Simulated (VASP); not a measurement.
Crystal: SbBr.

```
Sb Br
1.0
     0.00000    3.06054    3.06054
     3.06054    0.00000    3.06054
     3.06054    3.06054    0.00000
Sb Br
1 1
Direct
  0.50000 0.50000 0.50000
  0.00000 0.00000 0.00000
```

| Property | Result |
| --- | --- |
| Program | VASP 6.6.1 |
| Task | relaxation of cell and atoms |
| Functional | PBE |
| Potentials or basis | VASP PAW PBE potentials, release 64 (Sb, Br) |
| Cutoff | 600 eV |
| k mesh | 6 × 6 × 6 |
| Occupations | gaussian, width 0.1 eV |
| Spin | no spin polarisation |

At the start: pressure 4.0 GPa; volume 28.67 Å³/atom.

Q: Where does the relaxation end?

A: Over 3 steps the energy falls by 30.2 meV/atom and the volume is 31.32 Å³/atom (+9.3 %); space group Fm-3m (No. 225, to 0.05 Å).

Step by step:
```
step  energy change (eV)  largest force (eV/Å)  pressure (GPa)  volume (Å³)
   1              0.0000                0.0000            3.95        57.34
   2             -0.0595                0.0000           -0.42        63.41
   3             -0.0605                0.0000            0.01        62.64
```

Final structure:
```
Sb Br
1.0
     0.00000    3.15218    3.15218
     3.15218    0.00000    3.15218
     3.15218    3.15218    0.00000
Sb Br
1 1
Cartesian
  3.1522 3.1522 3.1522
  0.0000 0.0000 0.0000
```
